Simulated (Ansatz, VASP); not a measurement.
**ZnO: VASP beside Ansatz**

The input INCAR:

```
SYSTEM = ZnO
PREC = Accurate ; ENCUT = 520
EDIFF = 1E-6 ; ISMEAR = 0
SIGMA = 0.02 ; LREAL = .False.
LASPH = .True. ; NELM = 100
ALGO = Normal ; ISIF = 2
LWAVE = .False. ; LCHARG = .False.
GGA = CA ; NBANDS = 26
```

Contents of KPOINTS:

```
regular mesh
0
Gamma
  9 9 6
  0 0 0
```

POSCAR

```
ZnO
1.0
    3.2300572067      0.0000000000      0.0000000000
   -1.6150286033      2.7973115966      0.0000000000
    0.0000000000      0.0000000000      5.2141142653
Zn O
2 2
Direct
    0.3333333333      0.6666666667      0.5000326392
    0.6666666667      0.3333333333      0.0000326392
    0.6666666667      0.3333333333      0.3789773608
    0.3333333333      0.6666666667      0.8789773608
```

Input for Ansatz:

```yaml
crystal:
  lattice:
    - [3.2300572067, 0.0, 0.0]
    - [-1.6150286033, 2.7973115966, 0.0]
    - [0.0, 0.0, 5.2141142653]
  atoms:
    - { symbol: Zn, position: [0.3333333333, 0.6666666667, 0.5000326392] }
    - { symbol: Zn, position: [0.6666666667, 0.3333333333, 3.26392e-05] }
    - { symbol: O, position: [0.6666666667, 0.3333333333, 0.3789773608] }
    - { symbol: O, position: [0.3333333333, 0.6666666667, 0.8789773608] }
basis:
  ecutwfc: 420
kpoints:
  mp_grid: { grid: [9, 9, 6] }
  band_path:
    path:
      - [0.0, 0.0, 0.0]
      - [0.5, 0.0, 0.0]
      - [0.3333333333, 0.3333333333, 0.0]
      - [0.0, 0.0, 0.5]
      - [0.5, 0.0, 0.5]
      - [0.3333333333, 0.3333333333, 0.5]
    npoints: 1
hamiltonian:
  xc: lda
scf:
  occupations: { method: gaussian, width: 0.02 }
  n_extra_bands: 5
output:
  forces: true
  stress: true
  eigenvalues: true
  write_density: true
  write_potential: true
  elf: true
  volumetric_format: npy
```

Alike in both runs: task single point; functional LDA; k mesh 9 × 9 × 6; occupations gaussian, width 0.02 eV; no spin polarisation.

|  | VASP | Ansatz |
| --- | --- | --- |
| version | VASP 6.6.1 | Ansatz 0.2.0 |
| potentials or method | VASP PAW LDA potentials, release 64 (Zn, O), cutoff 520 eV | scalar-relativistic, plane waves, PAW |
| valence electrons in the cell | 36 | 36 |

VASP gave:

| Property | Result |
| --- | --- |
| gap on the k mesh at the Fermi level (eV) | 0.75 |
| least direct gap on the mesh (eV) | 0.75 |
| pressure (GPa) | -4.7 |
| traceless stress, the component that is largest in VASP (GPa) | 0.09 |

Q: Which values does Ansatz return?

A: gap on the k mesh at the Fermi level (eV): 0.74; least direct gap on the mesh (eV): 0.74; pressure (GPa): -5.7; traceless stress, the component that is largest in VASP (GPa): 0.10.

LDA's correlation is that of Perdew and Zunger in VASP and of Perdew and Wang (1992) in Ansatz.
